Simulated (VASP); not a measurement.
Set up this calculation in VASP 6.6.1, as the native input.

| Item | Value |
| --- | --- |
| Task | relaxation of cell and atoms |
| Functional | PBEsol |
| Potentials or basis | VASP PAW PBE potentials, release 64 (Na_pv) |
| Cutoff | 600 eV |
| k mesh | 16 × 16 × 16 |
| Occupations | gaussian, width 0.1 eV |
| Spin | no spin polarisation |
| Dipole correction | no |
| Further INCAR settings | ALGO = Normal; EDIFF = 1e-06; IBRION = 2; EDIFFG = -0.005; NSW = 100; ISIF = 3 |

The structure of Na lies in POSCAR:

```
Na
1.0
   -1.8882910800      1.8882910800      2.6372766800
    1.8882910800     -1.8882910800      2.6372766800
    1.8882910800      1.8882910800     -2.6372766800
Na
1
Direct
    0.0000000000      0.0000000000      0.0000000000
```

The input as run:

INCAR

```
  PREC = Accurate
  ENCUT = 600
  EDIFF = 1E-6
  ISMEAR = 0
  SIGMA = 0.1
  LREAL = F
  LASPH = T
  NELM = 100
  ALGO = Normal
  ISIF = 3
  LWAVE = F
  LCHARG = F
  GGA = PS
  IBRION = 2
  NSW = 100
  EDIFFG = -0.005
```

KPOINTS

```
Automatic mesh
0
Gamma
  16 16 16
```

Potentials or basis: VASP PAW PBE potentials, release 64 (Na_pv).

Run with:

```console
$ cat potpaw_PBE.64/Na_pv/POTCAR > POTCAR
$ mpirun -np 1 vasp_std > vasp.out
```

Results of the run:

```json
{
 "Relaxed volume": "36.19 Å³/atom",
 "Relaxed cell": "a = 3.712 Å, b = 3.712 Å, c = 3.712 Å, α = 119.98°, β = 119.98°, γ = 90.04°",
 "Space group after relaxing (to 0.05 Å)": "Fm-3m (No. 225)",
 "Energy gained by relaxing": "1.2 meV/atom",
 "Ionic steps": "15",
 "Pressure after relaxing": "0.0 GPa"
}
```

Caveat: the PAW data sets were made with another functional, which shifts forces and pressure a little.

Run time: 3.4 min on 1 thread of Intel(R) Xeon(R) 6975P-C (Granite Rapids), with other jobs on the host, peak memory 0.23 GiB.
